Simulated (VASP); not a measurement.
# Al3InAs4 (P-4m2) in VASP: notebook

Runs on Al3InAs4. Level: PBE. Tasks: single point, relaxation of cell and atoms.

All numbers are computed with VASP 6.6.1; they aren't measurements. Logs are shortened: lines on timing, memory, paths and dates and some standing lists are left out, and cuts for length are marked.

**1. The cell of the first run**

The structure is tetragonal, space group P-4m2 (No. 115). Conventional cell: a = 3.901 Å, b = 3.901 Å, c = 11.032 Å, α = 90.00°, β = 90.00°, γ = 90.00°. Al (site symmetry 2mm) has 4 As at 2.39 Å within 3.2 Å. Within 3.2 Å of Al (site symmetry -4m2) lie 4 As at 2.39 Å. Within 3.2 Å of In (site symmetry -4m2) lie 4 As at 2.39 Å. As (site symmetry 2mm) has 2 Al at 2.39 Å and 2 In at 2.39 Å within 3.2 Å. Within 3.2 Å of As (site symmetry 2mm) lie 4 Al at 2.39 Å.

**2. Single point, PBE**

Input file INCAR:

```
SYSTEM = Al3InAs4
ALGO = Normal
EDIFF = 1E-6
ENCUT = 520
GGA = PE
ISIF = 2
ISMEAR = 0
LASPH = .TRUE.
LCHARG = .TRUE.
LELF = .TRUE.
LREAL = .FALSE.
LVHAR = .TRUE.
LWAVE = .FALSE.
NBANDS = 31
NELM = 60
PREC = Accurate
SIGMA = 0.1
```

Input file KPOINTS:

```
k-points
0
G
  4 4 2
  0 0 0
```

Input file POSCAR:

```
Al3InAs4
1.0
    3.9005255000      0.0000000000      0.0000000000
    0.0000000000      3.9005255000      0.0000000000
    0.0000000000      0.0000000000     11.0323521300
Al In As
3 1 4
Direct
    0.5000000000      0.5000000000      0.2500000000
    0.0000000000      0.0000000000      0.5000000000
    0.5000000000      0.5000000000      0.7500000000
    0.0000000000      0.0000000000      0.0000000000
    0.5000000000      0.0000000000      0.1250000000
    0.0000000000      0.5000000000      0.3750000000
    0.5000000000      0.0000000000      0.6250000000
    0.0000000000      0.5000000000      0.8750000000
```

Potentials or basis: VASP PAW PBE potentials, release 64 (Al, In_d, As).

Run with:

```
> cat potpaw_PBE.64/Al/POTCAR potpaw_PBE.64/In_d/POTCAR potpaw_PBE.64/As/POTCAR > POTCAR
> mpirun -np 1 vasp_std > vasp.out
```

OUTCAR:

```text
SYSTEM = Al3InAs4
   EDIFF = 1E-6
   ENCUT = 520
   GGA = PE
   ISIF = 2
   ISMEAR = 0
   LASPH = .TRUE.
   LREAL = .FALSE.
   NELM = 60
   PREC = Accurate

 ion  position               nearest neighbor table
   1  0.500  0.500  0.250-   5 2.39   6 2.39   5 2.39   6 2.39
   2  0.000  0.000  0.500-   6 2.39   7 2.39   6 2.39   7 2.39
   3  0.500  0.500  0.750-   7 2.39   8 2.39   7 2.39   8 2.39
   4  0.000  0.000  0.000-   5 2.39   8 2.39   8 2.39   5 2.39
   5  0.500  0.000  0.125-   1 2.39   4 2.39   1 2.39   4 2.39
   6  0.000  0.500  0.375-   1 2.39   2 2.39   2 2.39   1 2.39
   7  0.500  0.000  0.625-   2 2.39   3 2.39   3 2.39   2 2.39
   8  0.000  0.500  0.875-   3 2.39   4 2.39   4 2.39   3 2.39

  LATTYP: Found a simple tetragonal cell.
 ALAT       =     3.9005255000
 C/A-ratio  =     2.8284271260

  Lattice vectors:

 A1 = (   3.9005255000,   0.0000000000,   0.0000000000)
 A2 = (   0.0000000000,   3.9005255000,   0.0000000000)
 A3 = (   0.0000000000,   0.0000000000,  11.0323521300)

Analysis of symmetry for initial positions (statically):
=====================================================================
 Subroutine PRICEL returns:
 Original cell was already a primitive cell.

 Routine SETGRP: Setting up the symmetry group for a
 simple tetragonal supercell.

 Subroutine GETGRP returns: Found  8 space group operations
 (whereof  8 operations were pure point group operations)
 out of a pool of 16 trial point group operations.

The static configuration has the point symmetry D_2d.

Analysis of symmetry for dynamics (positions and initial velocities):
=====================================================================
 Subroutine PRICEL returns:
 Original cell was already a primitive cell.

 Routine SETGRP: Setting up the symmetry group for a
 simple tetragonal supercell.

 Subroutine GETGRP returns: Found  8 space group operations
 (whereof  8 operations were pure point group operations)
 out of a pool of 16 trial point group operations.

The dynamic configuration has the point symmetry D_2d.

 Subroutine INISYM returns: Found  8 space group operations
 (whereof  8 operations are pure point group operations),
 and found     1 'primitive' translations

----------------------------------------------------------------------------------------

                                     Primitive cell

  volume of cell :     167.8473

  direct lattice vectors                    reciprocal lattice vectors
     3.900525500  0.000000000  0.000000000     0.256375711  0.000000000  0.000000000
     0.000000000  3.900525500  0.000000000     0.000000000  0.256375711  0.000000000
     0.000000000  0.000000000 11.032352130     0.000000000  0.000000000  0.090642502

  length of vectors
     3.900525500  3.900525500 11.032352130     0.256375711  0.256375711  0.090642502

  position of ions in fractional coordinates (direct lattice)
     0.500000000  0.500000000  0.250000000
     0.000000000  0.000000000  0.500000000
     0.500000000  0.500000000  0.750000000
     0.000000000  0.000000000  0.000000000
     0.500000000  0.000000000  0.125000000
     0.000000000  0.500000000  0.375000000
     0.500000000  0.000000000  0.625000000
     0.000000000  0.500000000  0.875000000

  ion indices of the primitive-cell ions
   primitive index   ion index
                 1           1
                 2           2
                 3           3
                 4           4
                 5           5
                 6           6
                 7           7
                 8           8

----------------------------------------------------------------------------------------

 KPOINTS: k-points

Automatic generation of k-mesh.
 Grid dimensions read from file:
 generate k-points for:    4    4    2

 Generating k-lattice:

  Cartesian coordinates                     Fractional coordinates (reciprocal lattice)
     0.064093928  0.000000000  0.000000000     0.250000000  0.000000000  0.000000000
     0.000000000  0.064093928  0.000000000     0.000000000  0.250000000  0.000000000
     0.000000000  0.000000000  0.045321251     0.000000000  0.000000000  0.500000000

  Length of vectors
     0.064093928  0.064093928  0.045321251

  Shift w.r.t. Gamma in fractional coordinates (k-lattice)
     0.000000000  0.000000000  0.000000000

 Subroutine IBZKPT returns following result:
 ===========================================

 Found     12 irreducible k-points:

 Following reciprocal coordinates:
            Coordinates               Weight
  0.000000  0.000000  0.000000      1.000000
  0.250000  0.000000  0.000000      4.000000
  0.500000  0.000000  0.000000      2.000000
  0.250000  0.250000  0.000000      4.000000
  0.500000  0.250000  0.000000      4.000000
  0.500000  0.500000  0.000000      1.000000
  0.000000  0.000000  0.500000      1.000000
  0.250000  0.000000  0.500000      4.000000
  0.500000  0.000000  0.500000      2.000000
  0.250000  0.250000  0.500000      4.000000
  0.500000  0.250000  0.500000      4.000000
  0.500000  0.500000  0.500000      1.000000
   k-points           NKPTS =     12   k-points in BZ     NKDIM =     12   number of bands    NBANDS=     31
   number of dos      NEDOS =    301   number of ions     NIONS =      8
   total plane-waves  NPLWV =  75600
   dimension x,y,z NGX =    30 NGY =   30 NGZ =   84
   dimension x,y,z NGXF=    60 NGYF=   60 NGZF=  168
   ions per type =               3   1   4
   NGX,Y,Z   is equivalent  to a cutoff of  12.79, 12.79, 12.66 a.u.
   NGXF,Y,Z  is equivalent  to a cutoff of  25.57, 25.57, 25.32 a.u.
 SYSTEM =  Al3InAs4
   PREC   = accura    normal or accurate (medium, high low for compatibility)
   ISTART =      0    job   : 0-new  1-cont  2-samecut
   ICHARG =      2    charge: 1-file 2-atom 10-const
   ISPIN  =      1    spin polarized calculation?
   LNONCOLLINEAR =      F non collinear calculations
   LSORBIT =      F    spin-orbit coupling
   LASPH  =      T    aspherical Exc in radial PAW
   ENCUT  =  520.0 eV  38.22 Ry    6.18 a.u.   7.25  7.25 20.51*2*pi/ulx,y,z
   NELM   =     60;   NELMIN=  2; NELMDL= -5     # of ELM steps
   EDIFF  = 0.1E-05   stopping-criterion for ELM
   LREAL  =      F    real-space projection
   EDIFFG = 0.1E-04   stopping-criterion for IOM
   NSW    =      0    number of steps for IOM
   IBRION =     -1    ionic relax: 0-MD 1-quasi-New 2-CG
   NFREE  =      0    steps in history (QN), initial steepest desc. (CG)
   ISIF   =      2    stress and relaxation
   ISYM   =      2    0-nonsym 1-usesym 2-fastsym
   POTIM  = 0.5000    time-step for ionic-motion
   TEBEG  =    0.0;   TEEND  =   0.0 temperature during run
   PSTRESS=    0.0 pullay stress
   NELECT =      42.0000    total number of electrons
   NUPDOWN=      -1.0000    fix difference up-down
   EMIN   =  10.00;   EMAX   =-10.00  energy-range for DOS
   EFERMI =   0.00;   METHOD = LEGACY
   ISMEAR =     0;   SIGMA  =   0.10  broadening in eV -4-tet -1-fermi 0-gaus
   EFERMI_NEDOS =   21; number of points for ismear=-14 and -15
   IALGO  =     38    algorithm
   IMIX   =      4    mixing-type and parameters
     AMIX     =   0.40;   BMIX     =  1.00
     AMIX_MAG =   1.60;   BMIX_MAG =  1.00
  volume/ion in A,a.u.               =      20.98       141.59
  Fermi-wavevector in a.u.,A,eV,Ry     =   1.031620  1.949479 14.479866  1.064240
  Thomas-Fermi vector in A             =   2.165777
   LORBIT       =      0    0 simple, 1 ext, 2 COOP (PROOUT), +10 PAW based schemes
   GGA     = PE    functional components
   LHFCALC =     F    Hartree Fock is set to
   AEXX    =    0.0000 exact exchange contribution
   IVDW    =     0    specifies the selected vdW correction
   LEPSILON=     F    determine dielectric tensor
   LRPA    =     F    only Hartree local field effects (RPA)
 non-spin polarized calculation
 Gauss-broadening in eV      SIGMA  =   0.10
  energy-cutoff  :      520.00
  volume of cell :      167.85
 maximum number of plane-waves:      4566
 NGX is ok and might be reduce to    30
   NGX = 15   NGY = 15   NGZ = 41

 number of electron      41.9999995 magnetization

 Free energy of the ion-electron system (eV)
  ---------------------------------------------------
  ext. energy  EPLUGINS =         0.00000000
  ---------------------------------------------------
  free energy    TOTEN  =       -33.83199928 eV

  energy without entropy =      -33.83199928  energy(sigma->0) =      -33.83199928

 E-fermi :   5.8626     XC(G=0):  -9.5954

 val. band max:        5.4164183188   @ k =   0.0000   0.0000   0.0000
 cond. band min:       6.5750632902   @ k =   0.5000   0.5000   0.0000
 fundamental gap:      1.1586449714
 Fermi energy:         5.8625666586

 k-point     1 :       0.0000    0.0000    0.0000
  band No.  band energies     occupation
      1      -9.5670      2.00000
      2      -9.2310      2.00000
      3      -9.2310      2.00000
      4      -9.1013      2.00000
      5      -9.0151      2.00000
      6      -7.4569      2.00000
[... 23 lines left out ...]
     30       9.6734      0.00000
     31       9.7149      0.00000

 k-point     2 :       0.2500    0.0000    0.0000
  band No.  band energies     occupation
      1      -9.5258      2.00000
      2      -9.3271      2.00000
      3      -9.2266      2.00000
      4      -9.0743      2.00000
      5      -9.0362      2.00000
      6      -6.9277      2.00000
[... 23 lines left out ...]
     30      10.4286      0.00000
     31      11.1655      0.00000

 k-point     3 :       0.5000    0.0000    0.0000
  band No.  band energies     occupation
      1      -9.4976      2.00000
      2      -9.3974      2.00000
      3      -9.2220      2.00000
      4      -9.0572      2.00000
      5      -9.0480      2.00000
      6      -5.8190      2.00000
[... 295 lines left out ...]
     30      11.8569      0.00000
     31      12.0407      0.00000

 k-point    12 :       0.5000    0.5000    0.5000
  band No.  band energies     occupation
      1      -9.4627      2.00000
      2      -9.4627      2.00000
      3      -9.1307      2.00000
      4      -9.1163      2.00000
      5      -9.0303      2.00000
      6      -4.8642      2.00000
[... 23 lines left out ...]
     30      13.6334      0.00000
     31      13.6334      0.00000

------------------------ aborting loop because EDIFF is reached ----------------------------------------

  FORCE on cell =-STRESS in cart. coord.  units (eV):
  Direction    XX          YY          ZZ          XY          YZ          ZX
  --------------------------------------------------------------------------------------
  -------------------------------------------------------------------------------------
  Total       18.0689000     18.0689000     16.9029774      0.0000000     -0.0000000      0.0000000
  in kB      172.4757084    172.4757084    161.3464573      0.0000000     -0.0000000      0.0000000
  external PRESSURE =     168.7659581 kB  Pullay stress =       0.0000000 kB

 VOLUME and BASIS-vectors are now :
 -----------------------------------------------------------------------------
  energy-cutoff  :      520.00
  volume of cell :      167.85
      direct lattice vectors                 reciprocal lattice vectors
     3.900525500  0.000000000  0.000000000     0.256375711  0.000000000  0.000000000
     0.000000000  3.900525500  0.000000000     0.000000000  0.256375711  0.000000000
     0.000000000  0.000000000 11.032352130     0.000000000  0.000000000  0.090642502

 POSITION                                       TOTAL-FORCE (eV/Angst)
 -----------------------------------------------------------------------------------
      1.95026      1.95026      2.75809        -0.000000      0.000000      0.058248
      0.00000      0.00000      5.51618         0.000000     -0.000000      0.000000
      1.95026      1.95026      8.27426         0.000000     -0.000000     -0.058248
      0.00000      0.00000      0.00000        -0.000000     -0.000000      0.000000
      1.95026      0.00000      1.37904         0.000000     -0.000000      2.479055
      0.00000      1.95026      4.13713         0.000000      0.000000     -0.017925
      1.95026      0.00000      6.89522         0.000000     -0.000000      0.017925
      0.00000      1.95026      9.65331         0.000000     -0.000000     -2.479055
 -----------------------------------------------------------------------------------
    total drift:                               -0.000000     -0.000000      0.000000

  FREE ENERGIE OF THE ION-ELECTRON SYSTEM (eV)
  ---------------------------------------------------
  free  energy   TOTEN  =       -33.8319992824 eV

  energy  without entropy=      -33.8319992824  energy(sigma->0) =      -33.83199928
```

It took 31 s on 1 thread of AMD EPYC 9R45 (Zen 5), shared host; peak memory 0.25 GiB.

Results:

```yaml
Free_energy: -33.8320 eV
Pressure: 16.9 GPa
Largest_force: 2.479 eV/Å
Band_gap_on_the_k_mesh: 1.16 eV (least direct gap 1.19 eV)
```

Forces on the atoms (eV/Å):
```
Al   0.000  0.000  0.058
Al   0.000  0.000  0.000
Al   0.000  0.000 -0.058
In   0.000  0.000  0.000
As   0.000  0.000  2.479
As   0.000  0.000 -0.018
As   0.000  0.000  0.018
As   0.000  0.000 -2.479
```

Caveat: the cell stands under pressure; spin-orbit coupling is left out, which moves the levels of the heavy elements; forces of over 1 eV/Å act on the atoms, so gaps and moduli don't describe the material at rest. A k mesh can miss the band edges.

**3. Single point, PBE**

This run uses another cell than the first one, of 24.84 Å³/atom.

Input file INCAR:

```
SYSTEM = Al3InAs4
ALGO = Normal ; EDIFF = 1E-6
ENCUT = 520 ; GGA = PE
ISIF = 2 ; ISMEAR = 0
LASPH = .True. ; LCHARG = .True.
LELF = .True. ; LREAL = .False.
LVHAR = .True. ; LWAVE = .False.
NBANDS = 31 ; NELM = 60
PREC = Accurate ; SIGMA = 0.1
```

Input file KPOINTS:

```
k-points
0
Gamma
  4 4 2
  0 0 0
```

Input file POSCAR:

```
Al3InAs4
1.0
    4.1423655777      0.0000000000      0.0000000000
    0.0000000000      4.1423655777      0.0000000000
    0.0000000000      0.0000000000     11.5792597374
Al In As
3 1 4
Direct
    0.5000000000      0.5000000000      0.2593312102
    0.0000000000      0.0000000000      0.5000000000
    0.5000000000      0.5000000000      0.7406687898
    0.0000000000      0.0000000000      0.0000000000
    0.5000000000      0.0000000000      0.1410689744
    0.0000000000      0.5000000000      0.3796792832
    0.5000000000      0.0000000000      0.6203207168
    0.0000000000      0.5000000000      0.8589310256
```

Potentials or basis: VASP PAW PBE potentials, release 64 (Al, In_d, As).

Run with:

```
> cat potpaw_PBE.64/Al/POTCAR potpaw_PBE.64/In_d/POTCAR potpaw_PBE.64/As/POTCAR > POTCAR
> mpirun -np 1 vasp_std > vasp.out
```

Wall time 37 s (1 thread of AMD EPYC 9R45 (Zen 5), shared host); peak memory 0.28 GiB.

The run converged. Its results:

```yaml
Free_energy: -35.6280 eV
Pressure: 0.2 GPa
Largest_force: 0.010 eV/Å
Band_gap_on_the_k_mesh: 1.06 eV
```

Forces on the atoms (eV/Å):
```
Al   0.000  0.000 -0.005
Al   0.000  0.000  0.000
Al   0.000  0.000  0.005
In   0.000  0.000  0.000
As   0.000  0.000  0.010
As   0.000  0.000 -0.003
As   0.000  0.000  0.003
As   0.000  0.000 -0.010
```

Levels at points of the mesh, in eV from the valence-band top:
```tsv
k point	band 17	band 18	band 19	band 20	band 21	band 22	band 23	band 24	band 25	band 26
(0.00, 0.00, 0.00)	-1.23	-1.23	-0.12	0.00	0.00	1.06	1.44	1.98	2.31	2.57
(0.50, 0.00, 0.00)	-1.18	-1.13	-0.86	-0.80	-0.42	1.49	1.70	2.83	3.11	4.38
(0.50, 0.50, 0.00)	-2.75	-2.22	-2.12	-2.12	-2.03	1.50	1.50	1.85	2.52	4.38
(0.00, 0.00, 0.50)	-1.47	-0.72	-0.72	-0.33	-0.33	1.49	1.80	2.24	2.46	2.71
(0.50, 0.00, 0.50)	-1.73	-1.19	-1.18	-1.14	-0.43	2.40	2.42	2.51	2.53	4.13
(0.50, 0.50, 0.50)	-2.52	-2.51	-2.46	-2.42	-2.42	2.45	2.45	2.58	2.58	2.67
```

Caveat: spin-orbit coupling is left out, which moves the levels of the heavy elements. A k mesh can miss the band edges.

(Continued in part 2 of 2.)
